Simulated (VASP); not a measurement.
# NaCl (Fm-3m) in VASP: further runs, part 2 of 3

VASP 6.6.1. Earlier steps stand in the parts before.

## (3) Single point, PBE (volume scaled by 0.88)

INCAR reads:

```
SYSTEM = NaCl
ALGO     = Normal         ! electronic algorithm
EDIFF    = 1E-7           ! SCF threshold, eV
ENCUT    = 520            ! plane-wave cutoff, eV
GGA      = PE             ! functional
ISIF     = 2              ! what is computed and relaxed
ISMEAR   = 0              ! smearing method
LASPH    = .True.         ! aspherical terms in the spheres
LCHARG   = .False.        ! write CHGCAR
LREAL    = .False.        ! projectors in reciprocal space
LWAVE    = .False.        ! write WAVECAR
NBANDS   = 14             ! bands
NELM     = 60             ! most SCF steps
PREC     = Accurate       ! precision mode
SIGMA    = 0.02           ! smearing width, eV
```

KPOINTS reads:

```
k-points
0
Gamma
  8 8 8
  0 0 0
```

POSCAR reads:

```
NaCl
1.0
    0.0000000000      2.7283239497      2.7283239497
    2.7283239497      0.0000000000      2.7283239497
    2.7283239497      2.7283239497      0.0000000000
Na Cl
1 1
Direct
    0.0000000000      0.0000000000      0.0000000000
    0.5000000000      0.5000000000      0.5000000000
```

Potentials or basis: VASP PAW PBE potentials, release 64 (Na_pv, Cl).

Launch:

```sh
cat potpaw_PBE.64/Na_pv/POTCAR potpaw_PBE.64/Cl/POTCAR > POTCAR
mpirun -np 1 vasp_std > vasp.out
```

OUTCAR:

```text
SYSTEM = NaCl
   EDIFF = 1E-7
   ENCUT = 520
   GGA = PE
   ISIF = 2
   ISMEAR = 0
   LASPH = .True.
   LREAL = .False.
   NELM = 60
   PREC = Accurate

 ion  position               nearest neighbor table
   1  0.000  0.000  0.000-   2 2.73   2 2.73   2 2.73   2 2.73   2 2.73   2 2.73
   2  0.500  0.500  0.500-   1 2.73   1 2.73   1 2.73   1 2.73   1 2.73   1 2.73

  LATTYP: Found a face centered cubic cell.
 ALAT       =     5.4566478994

  Lattice vectors:

 A1 = (   0.0000000000,   2.7283239497,   2.7283239497)
 A2 = (   2.7283239497,   0.0000000000,   2.7283239497)
 A3 = (   2.7283239497,   2.7283239497,   0.0000000000)

Analysis of symmetry for initial positions (statically):
=====================================================================
 Subroutine PRICEL returns:
 Original cell was already a primitive cell.

 Routine SETGRP: Setting up the symmetry group for a
 face centered cubic supercell.

 Subroutine GETGRP returns: Found 48 space group operations
 (whereof 48 operations were pure point group operations)
 out of a pool of 48 trial point group operations.

The static configuration has the point symmetry O_h .

Analysis of symmetry for dynamics (positions and initial velocities):
=====================================================================
 Subroutine PRICEL returns:
 Original cell was already a primitive cell.

 Routine SETGRP: Setting up the symmetry group for a
 face centered cubic supercell.

 Subroutine GETGRP returns: Found 48 space group operations
 (whereof 48 operations were pure point group operations)
 out of a pool of 48 trial point group operations.

The dynamic configuration has the point symmetry O_h .

 Subroutine INISYM returns: Found 48 space group operations
 (whereof 48 operations are pure point group operations),
 and found     1 'primitive' translations

----------------------------------------------------------------------------------------

                                     Primitive cell
[... 121 lines left out ...]
   LRPA    =     F    only Hartree local field effects (RPA)
 non-spin polarized calculation
 Gauss-broadening in eV      SIGMA  =   0.02
  energy-cutoff  :      520.00
  volume of cell :       40.62
 maximum number of plane-waves:      1108
 NGX is ok and might be reduce to    30
   NGX = 15   NGY = 15   NGZ = 15

 number of electron      13.9999996 magnetization

 Free energy of the ion-electron system (eV)
  ---------------------------------------------------
  ext. energy  EPLUGINS =         0.00000000
  ---------------------------------------------------
  free energy    TOTEN  =        -6.71374366 eV

  energy without entropy =       -6.71374366  energy(sigma->0) =       -6.71374366

 E-fermi :  -0.0022     XC(G=0):  -8.5986

 val. band max:       -0.1165885630   @ k =   0.0000   0.0000   0.0000
 cond. band min:       5.4016908691   @ k =   0.0000   0.0000   0.0000
 fundamental gap:      5.5182794321
 Fermi energy:        -0.0022356553

 k-point     1 :       0.0000    0.0000    0.0000
  band No.  band energies     occupation
      1     -20.7639      2.00000
      2     -20.7639      2.00000
      3     -20.7639      2.00000
      4     -13.0217      2.00000
      5      -0.1166      2.00000
      6      -0.1166      2.00000
      7      -0.1166      2.00000
      8       5.4017      0.00000
      9      11.0896      0.00000
     10      11.0896      0.00000
     11      11.0896      0.00000
     12      13.3854      0.00000
     13      13.3854      0.00000
     14      15.1583      0.00000
[... 377 lines left out ...]
      1     -20.8011      2.00000
      2     -20.7762      2.00000
      3     -20.7704      2.00000
      4     -12.5309      2.00000
      5      -2.0453      2.00000
      6      -1.0220      2.00000
      7      -0.6113      2.00000
      8       8.4630      0.00000
      9       9.8085      0.00000
     10      10.5953      0.00000
     11      11.9778      0.00000
     12      14.7487      0.00000
     13      16.1701      0.00000
     14      17.1195      0.00000

 [... further k-points ...]

------------------------ aborting loop because EDIFF is reached ----------------------------------------

  FORCE on cell =-STRESS in cart. coord.  units (eV):
  Direction    XX          YY          ZZ          XY          YZ          ZX
  --------------------------------------------------------------------------------------
  -------------------------------------------------------------------------------------
  Total        1.0355887      1.0355887      1.0355887     -0.0000000      0.0000000     -0.0000000
  in kB       40.8488717     40.8488717     40.8488717     -0.0000000      0.0000000     -0.0000000
  external PRESSURE =      40.8488717 kB  Pullay stress =       0.0000000 kB

 VOLUME and BASIS-vectors are now :
 -----------------------------------------------------------------------------
  energy-cutoff  :      520.00
  volume of cell :       40.62
      direct lattice vectors                 reciprocal lattice vectors
     0.000000000  2.728323950  2.728323950    -0.183262695  0.183262695  0.183262695
     2.728323950  0.000000000  2.728323950     0.183262695 -0.183262695  0.183262695
     2.728323950  2.728323950  0.000000000     0.183262695  0.183262695 -0.183262695

 POSITION                                       TOTAL-FORCE (eV/Angst)
 -----------------------------------------------------------------------------------
      0.00000      0.00000      0.00000         0.000000      0.000000      0.000000
      2.72832      2.72832      2.72832        -0.000000     -0.000000      0.000000
 -----------------------------------------------------------------------------------
    total drift:                               -0.000000      0.000000      0.000000

  FREE ENERGIE OF THE ION-ELECTRON SYSTEM (eV)
  ---------------------------------------------------
  free  energy   TOTEN  =        -6.7137436603 eV

  energy  without entropy=       -6.7137436603  energy(sigma->0) =       -6.71374366
```

OSZICAR:

```text
N       E                     dE             d eps       ncg     rms          rms(c)
DAV:   1     0.100645862114E+03    0.10065E+03   -0.70459E+03   830   0.104E+03
DAV:   2     0.114744876383E+01   -0.99498E+02   -0.91850E+02   878   0.285E+02
DAV:   3    -0.677755681140E+01   -0.79250E+01   -0.78732E+01  1064   0.733E+01
DAV:   4    -0.689532542576E+01   -0.11777E+00   -0.11773E+00   938   0.947E+00
DAV:   5    -0.689779489004E+01   -0.24695E-02   -0.24693E-02  1052   0.141E+00    0.220E+00
DAV:   6    -0.672064447944E+01    0.17715E+00   -0.28136E-01  1008   0.331E+00    0.166E+00
DAV:   7    -0.670887689657E+01    0.11768E-01   -0.80351E-02  1078   0.172E+00    0.113E+00
DAV:   8    -0.671378522552E+01   -0.49083E-02   -0.88077E-03   902   0.846E-01    0.306E-01
DAV:   9    -0.671366425946E+01    0.12097E-03   -0.20923E-04  1040   0.119E-01    0.148E-01
DAV:  10    -0.671374846212E+01   -0.84203E-04   -0.21199E-04   926   0.133E-01    0.463E-02
DAV:  11    -0.671374302481E+01    0.54373E-05   -0.13452E-05  1058   0.391E-02    0.810E-03
DAV:  12    -0.671374345594E+01   -0.43113E-06   -0.14047E-06   926   0.128E-02    0.128E-03
DAV:  13    -0.671374383576E+01   -0.37982E-06   -0.19803E-07   974   0.304E-03    0.337E-03
DAV:  14    -0.671374365405E+01    0.18170E-06   -0.43978E-08   634   0.138E-03    0.301E-04
DAV:  15    -0.671374366029E+01   -0.62396E-08   -0.30032E-09   544   0.524E-04
   1 F= -.67137437E+01 E0= -.67137437E+01  d E =-.419332E-18
```

stdout:

```text
POSCAR found type information on POSCAR NaCl
 POSCAR found :  2 types and       2 ions
 scaLAPACK will be used
 LDA part: xc-table for (Slater+PW92), standard interpolation
 POSCAR, INCAR and KPOINTS ok, starting setup
 FFT: planning ... GRIDC
 FFT: planning ... GRID_SOFT
 FFT: planning ... GRID
 WAVECAR not read
 entering main loop
```

Run time: 40 s. Hardware: 1 thread of AMD EPYC 7R13, shared host; peak memory 0.13 GiB.

Results:

```yaml
Free_energy: -6.7137 eV
Pressure: 4.1 GPa
Band_gap_on_the_k_mesh: 5.52 eV, direct
```

Levels at points of the mesh, in eV from the valence-band top:
```tsv
k point	band 4	band 5	band 6	band 7	band 8	band 9	band 10	band 11
(0.00, 0.00, 0.00)	-12.91	0.00	0.00	0.00	5.52	11.21	11.21	11.21
(0.50, 0.00, 0.00)	-12.45	-2.24	-0.32	-0.32	7.44	11.21	11.21	11.46
(0.50, 0.50, 0.00)	-12.40	-1.94	-0.70	-0.70	7.82	7.97	12.05	15.63
```

[end of part 2 of 3]
